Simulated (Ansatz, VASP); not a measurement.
# TaN: VASP beside Ansatz

```
CELL_PARAMETERS angstrom
0.00000 2.17900 2.17900
2.17900 0.00000 2.17900
2.17900 2.17900 0.00000
ATOMIC_POSITIONS crystal
Ta 0.50000 0.50000 0.50000
N 0.00000 0.00000 0.00000
```

Alike in both runs: task single point; functional r2SCAN; k mesh 7 × 7 × 7; occupations gaussian, width 0.05 eV; collinear spin; Hubbard terms Ta d U = 1.0 eV.

```csv
,VASP,Ansatz
version,VASP 6.6.1,Ansatz 0.2.0
potentials or method,"VASP PAW PBE potentials, release 64 (Ta_sv_GW, N), cutoff 660 eV","scalar-relativistic, plane waves, PAW"
valence electrons in the cell,18,18
```

|  | VASP | Ansatz | Ansatz less VASP |
| --- | --- | --- | --- |
| gap on the k mesh at the Fermi level (eV) | none | none | - |
| pressure (GPa) | 12.7 | 10.4 | -2.32 |
| net moment per atom (μB) | 0.00 | 0.00 | 0.000 |

VASP's potentials were made for PBE, not for r2SCAN. The programs project onto different local orbitals, so the same U acts differently, and such runs can settle in different states. A gap of «none» marks a metal or a gap that the smearing closes. Ansatz's warnings: filled band counts differ across k points, seeded moment not kept, stability check not made.

Neither program's run includes spin-orbit coupling.
